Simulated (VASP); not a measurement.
# C (Im-3m) in VASP: notebook

C is run at these levels: PBE; tasks: single point, relaxation of cell and atoms.

Program: VASP 6.6.1. These are calculated values, not measurements. Logs are shortened: lines on timing, memory, paths and dates and some standing lists are left out, and cuts for length are marked.

## (1) The cell of the first run

The structure is cubic, space group Im-3m (No. 229). The conventional cell has a = 4.382 Å, b = 4.382 Å, c = 4.382 Å, α = 90.00°, β = 90.00°, γ = 90.00°. C (site symmetry -4m2) has 4 C at 1.55 Å within 2.1 Å.

## (2) Single point, PBE

INCAR

```
SYSTEM = C
PREC = Accurate
ENCUT = 520
EDIFF = 1E-6
ISMEAR = 0
SIGMA = 0.1
LREAL = .False.
LASPH = .True.
NELM = 60
ALGO = Normal
ISIF = 2
LWAVE = .False.
LCHARG = .False.
GGA = PE
NBANDS = 21
```

KPOINTS

```
regular mesh
0
Gamma
  6 6 6
  0 0 0
```

POSCAR

```
C
1.0
   -2.1909220742      2.1909220742      2.1909220742
    2.1909220742     -2.1909220742      2.1909220742
    2.1909220742      2.1909220742     -2.1909220742
C
6
Direct
    0.7500000000      0.2500000000      0.5000000000
    0.2500000000      0.7500000000      0.5000000000
    0.5000000000      0.2500000000      0.7500000000
    0.7500000000      0.5000000000      0.2500000000
    0.5000000000      0.7500000000      0.2500000000
    0.2500000000      0.5000000000      0.7500000000
```

Potentials or basis: VASP PAW PBE potentials, release 64 (C).

The run is started by

```sh
> cat potpaw_PBE.64/C/POTCAR > POTCAR
> mpirun -np 1 vasp_std > vasp.out
```

OUTCAR:

```text
SYSTEM = C
   PREC = Accurate
   ENCUT = 520
   EDIFF = 1E-6
   ISMEAR = 0
   LREAL = .False.
   LASPH = .True.
   NELM = 60
   ISIF = 2
   GGA = PE

 ion  position               nearest neighbor table
   1  0.750  0.250  0.500-   3 1.55   4 1.55   6 1.55   5 1.55
   2  0.250  0.750  0.500-   3 1.55   5 1.55   6 1.55   4 1.55
   3  0.500  0.250  0.750-   1 1.55   4 1.55   6 1.55   2 1.55
   4  0.750  0.500  0.250-   1 1.55   2 1.55   5 1.55   3 1.55
   5  0.500  0.750  0.250-   1 1.55   2 1.55   4 1.55   6 1.55
   6  0.250  0.500  0.750-   2 1.55   3 1.55   5 1.55   1 1.55

  LATTYP: Found a body centered cubic cell.
 ALAT       =     4.3818441484

  Lattice vectors:

 A1 = (  -2.1909220742,   2.1909220742,   2.1909220742)
 A2 = (   2.1909220742,  -2.1909220742,   2.1909220742)
 A3 = (   2.1909220742,   2.1909220742,  -2.1909220742)

Analysis of symmetry for initial positions (statically):
=====================================================================
 Subroutine PRICEL returns:
 Original cell was already a primitive cell.

 Routine SETGRP: Setting up the symmetry group for a
 body centered cubic supercell.

 Subroutine GETGRP returns: Found 48 space group operations
 (whereof 48 operations were pure point group operations)
 out of a pool of 48 trial point group operations.

The static configuration has the point symmetry O_h .

Analysis of symmetry for dynamics (positions and initial velocities):
=====================================================================
 Subroutine PRICEL returns:
 Original cell was already a primitive cell.

 Routine SETGRP: Setting up the symmetry group for a
 body centered cubic supercell.

 Subroutine GETGRP returns: Found 48 space group operations
 (whereof 48 operations were pure point group operations)
 out of a pool of 48 trial point group operations.

The dynamic configuration has the point symmetry O_h .

 Subroutine INISYM returns: Found 48 space group operations
 (whereof 48 operations are pure point group operations),
 and found     1 'primitive' translations

----------------------------------------------------------------------------------------

                                     Primitive cell

  volume of cell :      42.0669

  direct lattice vectors                    reciprocal lattice vectors
    -2.190922074  2.190922074  2.190922074     0.000000000  0.228214415  0.228214415
     2.190922074 -2.190922074  2.190922074     0.228214415  0.000000000  0.228214415
     2.190922074  2.190922074 -2.190922074     0.228214415  0.228214415  0.000000000

  length of vectors
     3.794788348  3.794788348  3.794788348     0.322743921  0.322743921  0.322743921

  position of ions in fractional coordinates (direct lattice)
     0.750000000  0.250000000  0.500000000
     0.250000000  0.750000000  0.500000000
     0.500000000  0.250000000  0.750000000
     0.750000000  0.500000000  0.250000000
     0.500000000  0.750000000  0.250000000
     0.250000000  0.500000000  0.750000000

  ion indices of the primitive-cell ions
   primitive index   ion index
                 1           1
                 2           2
                 3           3
                 4           4
                 5           5
                 6           6

----------------------------------------------------------------------------------------

 KPOINTS: regular mesh

Automatic generation of k-mesh.
 Grid dimensions read from file:
 generate k-points for:    6    6    6

 Generating k-lattice:

  Cartesian coordinates                     Fractional coordinates (reciprocal lattice)
     0.000000000  0.038035736  0.038035736     0.166666667  0.000000000  0.000000000
     0.038035736  0.000000000  0.038035736     0.000000000  0.166666667  0.000000000
     0.038035736  0.038035736  0.000000000     0.000000000  0.000000000  0.166666667

  Length of vectors
     0.053790654  0.053790654  0.053790654

  Shift w.r.t. Gamma in fractional coordinates (k-lattice)
     0.000000000  0.000000000  0.000000000

 Subroutine IBZKPT returns following result:
 ===========================================

 Found     16 irreducible k-points:

 Following reciprocal coordinates:
            Coordinates               Weight
  0.000000  0.000000  0.000000      1.000000
  0.166667  0.000000  0.000000     12.000000
  0.333333  0.000000  0.000000     12.000000
  0.500000  0.000000  0.000000      6.000000
  0.166667  0.166667  0.000000     24.000000
  0.333333  0.166667  0.000000     48.000000
[... 8 lines left out ...]
  0.500000  0.500000  0.333333     12.000000
  0.500000  0.500000  0.500000      1.000000
   k-points           NKPTS =     16   k-points in BZ     NKDIM =     16   number of bands    NBANDS=     21
   number of dos      NEDOS =    301   number of ions     NIONS =      6
   total plane-waves  NPLWV =  21952
   dimension x,y,z NGX =    28 NGY =   28 NGZ =   28
   dimension x,y,z NGXF=    56 NGYF=   56 NGZF=   56
   ions per type =               6
   NGX,Y,Z   is equivalent  to a cutoff of  12.27, 12.27, 12.27 a.u.
   NGXF,Y,Z  is equivalent  to a cutoff of  24.53, 24.53, 24.53 a.u.
 SYSTEM =  C
   PREC   = accura    normal or accurate (medium, high low for compatibility)
   ISTART =      0    job   : 0-new  1-cont  2-samecut
   ICHARG =      2    charge: 1-file 2-atom 10-const
   ISPIN  =      1    spin polarized calculation?
   LNONCOLLINEAR =      F non collinear calculations
   LSORBIT =      F    spin-orbit coupling
   LASPH  =      T    aspherical Exc in radial PAW
   ENCUT  =  520.0 eV  38.22 Ry    6.18 a.u.   7.06  7.06  7.06*2*pi/ulx,y,z
   NELM   =     60;   NELMIN=  2; NELMDL= -5     # of ELM steps
   EDIFF  = 0.1E-05   stopping-criterion for ELM
   LREAL  =      F    real-space projection
   EDIFFG = 0.1E-04   stopping-criterion for IOM
   NSW    =      0    number of steps for IOM
   IBRION =     -1    ionic relax: 0-MD 1-quasi-New 2-CG
   NFREE  =      0    steps in history (QN), initial steepest desc. (CG)
   ISIF   =      2    stress and relaxation
   ISYM   =      2    0-nonsym 1-usesym 2-fastsym
   POTIM  = 0.5000    time-step for ionic-motion
   TEBEG  =    0.0;   TEEND  =   0.0 temperature during run
   PSTRESS=    0.0 pullay stress
   NELECT =      24.0000    total number of electrons
   NUPDOWN=      -1.0000    fix difference up-down
   EMIN   =  10.00;   EMAX   =-10.00  energy-range for DOS
   EFERMI =   0.00;   METHOD = LEGACY
   ISMEAR =     0;   SIGMA  =   0.10  broadening in eV -4-tet -1-fermi 0-gaus
   EFERMI_NEDOS =   21; number of points for ismear=-14 and -15
   IALGO  =     38    algorithm
   IMIX   =      4    mixing-type and parameters
     AMIX     =   0.40;   BMIX     =  1.00
     AMIX_MAG =   1.60;   BMIX_MAG =  1.00
  volume/ion in A,a.u.               =       7.01        47.31
  Fermi-wavevector in a.u.,A,eV,Ry     =   1.357787  2.565845 25.083504  1.843586
  Thomas-Fermi vector in A             =   2.484676
   LORBIT       =      0    0 simple, 1 ext, 2 COOP (PROOUT), +10 PAW based schemes
   GGA     = PE    functional components
   LHFCALC =     F    Hartree Fock is set to
   AEXX    =    0.0000 exact exchange contribution
   IVDW    =     0    specifies the selected vdW correction
   LEPSILON=     F    determine dielectric tensor
   LRPA    =     F    only Hartree local field effects (RPA)
 non-spin polarized calculation
 Gauss-broadening in eV      SIGMA  =   0.10
  energy-cutoff  :      520.00
  volume of cell :       42.07
 maximum number of plane-waves:      1157
   NGX = 15   NGY = 15   NGZ = 15

 number of electron      23.9999993 magnetization

 Free energy of the ion-electron system (eV)
  ---------------------------------------------------
  ext. energy  EPLUGINS =         0.00000000
  ---------------------------------------------------
  free energy    TOTEN  =       -52.25304687 eV

  energy without entropy =      -52.25304687  energy(sigma->0) =      -52.25304687

 E-fermi :   7.4642     XC(G=0): -11.5853

 val. band max:        6.9958485798   @ k =   0.5000   0.5000   0.5000
 cond. band min:       9.7192859332   @ k =  -0.3333   0.3333   0.3333
 fundamental gap:      2.7234373534
 Fermi energy:         7.4642128165

 k-point     1 :       0.0000    0.0000    0.0000
  band No.  band energies     occupation
      1     -13.3434      2.00000
      2      -5.4678      2.00000
      3      -5.4678      2.00000
      4      -3.0058      2.00000
      5      -3.0058      2.00000
      6      -3.0058      2.00000
[... 13 lines left out ...]
     20      19.4455      0.00000
     21      19.4455      0.00000

 k-point     2 :       0.1667    0.0000    0.0000
  band No.  band energies     occupation
      1     -13.0503      2.00000
      2      -6.7172      2.00000
      3      -5.9289      2.00000
      4      -3.4334      2.00000
      5      -2.2540      2.00000
      6      -2.1199      2.00000
[... 13 lines left out ...]
     20      18.9372      0.00000
     21      19.5732      0.00000

 k-point     3 :       0.3333    0.0000    0.0000
  band No.  band energies     occupation
      1     -12.2087      2.00000
      2      -8.6799      2.00000
      3      -6.5295      2.00000
      4      -4.0475      2.00000
      5      -1.2178      2.00000
      6      -0.8483      2.00000
[... 13 lines left out ...]
     20      18.1110      0.00000
     21      19.7726      0.00000
[... 265 lines left out ...]
 k-point    15 :       0.5000    0.5000    0.3333
  band No.  band energies     occupation
      1     -10.3708      2.00000
      2      -9.8996      2.00000
      3      -6.3702      2.00000
      4      -5.5774      2.00000
      5      -4.7951      2.00000
      6      -3.3941      2.00000
[... 13 lines left out ...]
     20      18.7095      0.00000
     21      19.9924      0.00000

 k-point    16 :       0.5000    0.5000    0.5000
  band No.  band energies     occupation
      1      -9.8845      2.00000
      2      -9.8845      2.00000
      3      -5.8554      2.00000
      4      -5.8554      2.00000
      5      -5.8554      2.00000
      6      -4.4243      2.00000
[... 13 lines left out ...]
     20      18.8890      0.00000
     21      19.9759      0.00000

------------------------ aborting loop because EDIFF is reached ----------------------------------------

  FORCE on cell =-STRESS in cart. coord.  units (eV):
  Direction    XX          YY          ZZ          XY          YZ          ZX
  --------------------------------------------------------------------------------------
  -------------------------------------------------------------------------------------
  Total        0.1271319      0.1271319      0.1271319      0.0000000      0.0000000     -0.0000000
  in kB        4.8419943      4.8419943      4.8419943      0.0000000      0.0000000     -0.0000000
  external PRESSURE =       4.8419943 kB  Pullay stress =       0.0000000 kB

 VOLUME and BASIS-vectors are now :
 -----------------------------------------------------------------------------
  energy-cutoff  :      520.00
  volume of cell :       42.07
      direct lattice vectors                 reciprocal lattice vectors
    -2.190922074  2.190922074  2.190922074     0.000000000  0.228214415  0.228214415
     2.190922074 -2.190922074  2.190922074     0.228214415  0.000000000  0.228214415
     2.190922074  2.190922074 -2.190922074     0.228214415  0.228214415  0.000000000

 POSITION                                       TOTAL-FORCE (eV/Angst)
 -----------------------------------------------------------------------------------
     -0.00000      2.19092      1.09546        -0.000000      0.000000      0.000000
      2.19092     -0.00000      1.09546         0.000000     -0.000000      0.000000
      1.09546      2.19092      0.00000        -0.000000      0.000000      0.000000
     -0.00000      1.09546      2.19092        -0.000000     -0.000000      0.000000
      1.09546     -0.00000      2.19092        -0.000000     -0.000000      0.000000
      2.19092      1.09546      0.00000         0.000000      0.000000     -0.000000
 -----------------------------------------------------------------------------------
    total drift:                                0.000000      0.000000     -0.000000

  FREE ENERGIE OF THE ION-ELECTRON SYSTEM (eV)
  ---------------------------------------------------
  free  energy   TOTEN  =       -52.2530468723 eV

  energy  without entropy=      -52.2530468723  energy(sigma->0) =      -52.25304687
```

Wall time 20 s (1 thread of AMD EPYC 7R13, shared host); peak memory 0.12 GiB.

Results:

| Quantity | Value |
| --- | --- |
| Free energy | -52.2530 eV |
| Pressure | 0.5 GPa |
| Band gap on the k mesh | 2.72 eV, indirect (least direct gap 3.35 eV) |

## (3) Relaxation of cell and atoms, PBE

This run uses another cell than the first one, of 6.62 Å³/atom, 0.944 times its volume.

INCAR

```
SYSTEM = C
  PREC = Accurate
  ENCUT = 600
  EDIFF = 1E-6
  ISMEAR = 0
  SIGMA = 0.1
  LREAL = .FALSE.
  LASPH = .TRUE.
  NELM = 100
  ALGO = Normal
  ISIF = 3
  LWAVE = .FALSE.
  LCHARG = .FALSE.
  GGA = PE
  IBRION = 2
  NSW = 90
  EDIFFG = -0.04
```

KPOINTS

```
Automatic mesh
0
G
  6 6 6
  0 0 0
```

POSCAR: that of step 2 with these lines changed.

```diff
@@ -2,5 +2,5 @@
 1.0
-   -2.1909220742      2.1909220742      2.1909220742
-    2.1909220742     -2.1909220742      2.1909220742
-    2.1909220742      2.1909220742     -2.1909220742
+   -2.1496046100      2.1496046100      2.1496046100
+    2.1496046100     -2.1496046100      2.1496046100
+    2.1496046100      2.1496046100     -2.1496046100
 C
```

Potentials or basis: VASP PAW PBE potentials, release 64 (C).

The run is started by

```sh
> cat potpaw_PBE.64/C/POTCAR > POTCAR
> mpirun -np 1 vasp_std > vasp.out
```

It took 41 s on 1 thread of AMD EPYC 7R13, shared host; peak memory 0.13 GiB.

The run converged. Its results:

```
Free energy                            : -52.2576 eV
Relaxed volume                         : 7.02 Å³/atom
Relaxed cell                           : a = 3.796 Å, b = 3.796 Å, c = 3.796 Å, α = 109.47°, β = 109.47°, γ = 109.47°
Space group after relaxing (to 0.05 Å) : Im-3m (No. 229)
Energy gained by relaxing              : 24.8 meV/atom
Ionic steps                            : 3
Pressure after relaxing                : -0.2 GPa
Band gap on the k mesh                 : 2.72 eV, indirect (least direct gap 3.35 eV)
```

The path:
| step | energy change (eV) | largest force (eV/Å) | pressure (GPa) | volume (Å³) |
| --- | --- | --- | --- | --- |
| 1 | 0.0000 | 0.0000 | 21.22 | 39.73 |
| 2 | 0.0385 | 0.0000 | -19.57 | 44.99 |
| 3 | -0.1488 | 0.0000 | -0.24 | 42.11 |

Final structure:
```cif
data_structure
_symmetry_space_group_name_H-M 'P 1'
_symmetry_Int_Tables_number 1
_cell_length_a 3.7962
_cell_length_b 3.7962
_cell_length_c 3.7962
_cell_angle_alpha 109.471
_cell_angle_beta 109.471
_cell_angle_gamma 109.471
_cell_volume 42.11
loop_
_atom_site_label
_atom_site_type_symbol
_atom_site_fract_x
_atom_site_fract_y
_atom_site_fract_z
_atom_site_occupancy
C1 C 0.75000 0.25000 0.50000 1
C2 C 0.25000 0.75000 0.50000 1
C3 C 0.50000 0.25000 0.75000 1
C4 C 0.75000 0.50000 0.25000 1
C5 C 0.50000 0.75000 0.25000 1
C6 C 0.25000 0.50000 0.75000 1
```

Levels at points of the mesh, in eV from the valence-band top:
```
           k point  band 9  band 10  band 11  band 12  band 13  band 14  band 15  band 16
(0.00, 0.00, 0.00)   -5.90    -4.38    -4.38    -4.38     5.03     5.03     5.03     7.12
(0.50, 0.00, 0.00)   -5.53    -3.52    -2.67    -1.49     4.83     5.65     7.33     8.00
(0.50, 0.50, 0.50)   -3.86     0.00     0.00     0.00     4.18     4.18     4.18     5.92
```

A k mesh can miss the band edges. Expect the measured gap to be larger: semilocal functionals such as PBE lack the derivative discontinuity.
